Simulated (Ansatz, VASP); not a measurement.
**SiW: VASP beside Ansatz**

The input INCAR:

```
PREC = Accurate ; ENCUT = 520
EDIFF = 1E-6 ; ISMEAR = -1
SIGMA = 0.08 ; LREAL = F
LASPH = T ; NELM = 100
ALGO = Normal ; ISIF = 2
LWAVE = F ; LCHARG = T
GGA = PE ; LELF = T
LVHAR = T ; NBANDS = 16
```

File KPOINTS:

```
regular mesh
0
Gamma
  11 11 11
```

The input POSCAR:

```
SiW
1.0
    0.0000000000      2.4791425101      2.4791425101
    2.4791425101      0.0000000000      2.4791425101
    2.4791425101      2.4791425101      0.0000000000
W Si
1 1
Direct
    0.0000000000      0.0000000000      0.0000000000
    0.2500000000      0.2500000000      0.2500000000
```

Input for Ansatz:

```yaml
crystal:
  lattice:
    - [0.0, 2.4791425101, 2.4791425101]
    - [2.4791425101, 0.0, 2.4791425101]
    - [2.4791425101, 2.4791425101, 0.0]
  atoms:
    - { symbol: W, position: [0.0, 0.0, 0.0] }
    - { symbol: Si, position: [0.25, 0.25, 0.25] }
kpoints:
  mp_grid: { grid: [11, 11, 11] }
scf:
  occupations: { method: fermi_dirac, width: 0.08 }
hamiltonian:
  xc: pbe
  pseudopotentials: { kind: paw }
output:
  forces: true
  stress: true
  eigenvalues: true
  populations: true
```

Change from the starting cell: volume scaled by 0.7, PAW files.

Alike in both runs: task single point; functional PBE; k mesh 11 × 11 × 11; occupations fermi-dirac, width 0.08 eV; no spin polarisation.

```csv
,VASP,Ansatz
version,VASP 6.6.1,Ansatz 0.2.0
potentials or method,"VASP PAW PBE potentials, release 64 (W_sv, Si)","PAW with Ansatz's default frozen-core files, scalar-relativistic"
plane-wave cutoff (eV),520,420
valence electrons in the cell,18,18
```

|  | VASP | Ansatz | Ansatz less VASP |
| --- | --- | --- | --- |
| pressure (GPa) | 78.5 | 78.1 | -0.41 |

Both programs put the cell under a high pressure, so it lies far from rest at this level.

Neither program's run includes spin-orbit coupling. Noted on VASP's run: the cell as given lies far from equilibrium.
